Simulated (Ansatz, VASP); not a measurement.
## HgTe: VASP beside Ansatz

INCAR

```
SYSTEM = HgTe
PREC = Accurate
ENCUT = 520
EDIFF = 1E-6
ISMEAR = -1
SIGMA = 0.05
LREAL = .FALSE.
LASPH = .TRUE.
NELM = 100
ALGO = Normal
ISIF = 2
LWAVE = .FALSE.
LCHARG = .FALSE.
GGA = PE
NBANDS = 16
```

The input KPOINTS:

```
Automatic mesh
0
G
  12 12 12
  0 0 0
```

Contents of POSCAR:

```
HgTe
1.0
    0.0000000000      2.9220750868      2.9220750868
    2.9220750868      0.0000000000      2.9220750868
    2.9220750868      2.9220750868      0.0000000000
Hg Te
1 1
Direct
    0.0000000000      0.0000000000      0.0000000000
    0.5000000000      0.5000000000      0.5000000000
```

Input for Ansatz:

```yaml
crystal:
  lattice:
    - [0.0, 2.9220750868, 2.9220750868]
    - [2.9220750868, 0.0, 2.9220750868]
    - [2.9220750868, 2.9220750868, 0.0]
  atoms:
    - { symbol: Hg, position: [0.0, 0.0, 0.0] }
    - { symbol: Te, position: [0.5, 0.5, 0.5] }
kpoints:
  mp_grid: { grid: [12, 12, 12] }
scf:
  occupations: { method: fermi_dirac, width: 0.05 }
hamiltonian:
  xc: pbe
  pseudopotentials: { kind: paw }
output:
  forces: true
  stress: true
  eigenvalues: true
  write_density: true
  write_potential: true
  elf: true
  volumetric_format: npy
```

Change from the starting cell: volume scaled by 0.86, to set the pressure.

Alike in both runs: task single point; functional PBE; k mesh 12 × 12 × 12; occupations fermi-dirac, width 0.05 eV; no spin polarisation.

|  | VASP | Ansatz |
| --- | --- | --- |
| version | VASP 6.6.1 | Ansatz 0.2.0 |
| potentials or method | VASP PAW PBE potentials, release 64 (Hg, Te) | PAW with Ansatz's default frozen-core files, scalar-relativistic |
| plane-wave cutoff (eV) | 520 | 420 |
| valence electrons in the cell | 18 | 36 |

|  | VASP | Ansatz | Ansatz less VASP |
| --- | --- | --- | --- |
| pressure (GPa) | 10.6 | 10.4 | -0.24 |

The functional is the same, so the differences come from potentials, cutoffs and numerics. VASP's potentials hold 18 valence electrons a cell and Ansatz's 36, so a difference there can come from the potentials and not from the codes.

Neither program's run includes spin-orbit coupling.
